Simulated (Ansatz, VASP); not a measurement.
In: VASP beside Ansatz

```
CELL_PARAMETERS angstrom
0.00000 3.38869 3.38869
3.38869 0.00000 3.38869
3.38869 3.38869 0.00000
ATOMIC_POSITIONS crystal
In 0.12500 0.12500 0.12500
In 0.87500 0.87500 0.87500
```

Alike in both runs: task single point; functional RPBE; k mesh 9 × 9 × 9; occupations fermi-dirac, width 0.1 eV; no spin polarisation.

|  | VASP | Ansatz |
| --- | --- | --- |
| version | VASP 6.6.1 | Ansatz 0.2.0 |
| potentials or method | VASP PAW PBE potentials, release 64 (In_d), cutoff 520 eV | plane waves (420 eV) with PAW, scalar-relativistic |
| valence electrons in the cell | 26 | 26 |

|  | VASP | Ansatz | Ansatz less VASP |
| --- | --- | --- | --- |
| pressure (GPa) | 0.7 | 0.7 | +0.02 |

VASP's potentials were made for PBE, not for RPBE. The functional is the same, so the differences come from potentials, cutoffs and numerics.
